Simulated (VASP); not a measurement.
Write the native input for VASP 6.6.1 that does the following.

- Task: single point
- Functional: PBE
- Potentials or basis: VASP PAW PBE potentials, release 64 (Hf_pv)
- Cutoff: 520 eV
- k mesh: 14 × 14 × 14
- Occupations: fermi-dirac, width 0.1 eV
- Spin: no spin polarisation
- Dipole correction: no
- Further INCAR settings: ALGO = Normal; EDIFF = 1e-07; NBANDS = 11

The structure of Hf lies in POSCAR:

```
Hf
1.0
    0.0000000000      2.1818341387      2.1818341387
    2.1818341387      0.0000000000      2.1818341387
    2.1818341387      2.1818341387      0.0000000000
Hf
1
Direct
    0.0000000000      0.0000000000      0.0000000000
```

This cell differs from its parent crystal: volume scaled by 0.92.

The input as run:

INCAR

```
SYSTEM = Hf
ALGO = Normal
EDIFF = 1E-7
ENCUT = 520
GGA = PE
ISIF = 2
ISMEAR = -1
LASPH = .True.
LCHARG = .False.
LREAL = .False.
LWAVE = .False.
NBANDS = 11
NELM = 100
PREC = Accurate
SIGMA = 0.1
```

KPOINTS

```
k-points
0
Gamma
  14 14 14
  0 0 0
```

Potentials or basis: VASP PAW PBE potentials, release 64 (Hf_pv).

The run is started by

```console
$ cat potpaw_PBE.64/Hf_pv/POTCAR > POTCAR
$ mpirun -np 1 vasp_std > vasp.out
```

Results of the run:

The pressure is 9.3 GPa and the band gap on the k mesh is zero (band 5 reaches 6.70 eV, above the bottom of band 6 at 4.55 eV).

Caveat: spin-orbit coupling is left out, which moves the levels of the heavy elements.

It took 46 s on 1 thread of AMD EPYC 7R13 (shared host), peak memory 0.12 GiB.
